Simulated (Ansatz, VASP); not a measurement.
# Two plane-wave programs on BeBi

```
Be Bi
1.0
     0.00000    3.60142    3.60142
     3.60142    0.00000    3.60142
     3.60142    3.60142    0.00000
Be Bi
2 2
Direct
  0.50000 0.50000 0.50000
  0.75000 0.75000 0.75000
  0.00000 0.00000 0.00000
  0.25000 0.25000 0.25000
```

Alike in both runs: functional PBE; k mesh 4 × 4 × 4; occupations gaussian, width 0.1 eV; no spin polarisation.

Ansatz relaxed the structure, and its values are those at the end. VASP's run is a single point on that final structure, the one shown.

|  | VASP | Ansatz |
| --- | --- | --- |
| version | VASP 6.6.1 | Ansatz 0.2.0 |
| potentials or method | VASP PAW PBE potentials, release 64 (Be, Bi_d), cutoff 520 eV | scalar-relativistic, plane waves, PAW |
| valence electrons in the cell | 34 | 34 |

```csv
,VASP,Ansatz,Ansatz less VASP
gap on the k mesh at the Fermi level (eV),none,none,-
pressure (GPa),-0.3,-0.2,+0.05
```

A gap of «none» marks a metal or a gap that the smearing closes.

The k mesh is coarse, so the values compare programs but aren't converged. Neither program's run includes spin-orbit coupling.
